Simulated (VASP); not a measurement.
Input of a VASP 6.6.1 run:

INCAR

```
PREC = Accurate
ENCUT = 520
EDIFF = 1E-6
ISMEAR = 0
SIGMA = 0.1
LREAL = False
LASPH = True
NELM = 150
ALGO = Normal
ISIF = 2
LWAVE = False
LCHARG = True
ISPIN = 2
MAGMOM = 0 0 0 1
LORBIT = 11
LMAXMIX = 4
LDIPOL = True
IDIPOL = 3
DIPOL = 0.5 0.5 0.322
LELF = True
LVHAR = True
LVACPOTAV = True
NBANDS = 32
```

KPOINTS

```
Automatic mesh
0
Gamma
  9 9 1
```

File POSCAR:

```
Nb3H
1.0
    2.9270177637      0.0000000000      0.0000000000
    0.0000000000      2.9270177637      0.0000000000
    0.0000000000      0.0000000000     21.1957939222
Nb H
3 1
Direct
    0.5000000000      0.5000000000      0.1887166867
    0.0000000000      0.0000000000      0.2876907936
    0.5000000000      0.5000000000      0.3866707684
    0.5000000000      1.0000000000      0.4267730643
```

Potentials or basis: VASP PAW LDA potentials, release 64 (Nb_sv, H).

Run with:

```console
$ cat potpaw_LDA.64/Nb_sv/POTCAR potpaw_LDA.64/H/POTCAR > POTCAR
$ mpirun -np 1 vasp_std > vasp.out
```

Estimate the largest force.

2.002 eV/Å.

What does it give for the net moment?

0.00 μB per cell.

Estimate the band gap on the k mesh.

zero (filled and empty bands overlap).

Forces on the atoms (eV/Å):
```
Nb   0.000  0.000  0.087
Nb   0.000  0.000 -0.385
Nb   0.000  0.000 -1.704
H    0.000  0.000  2.002
```
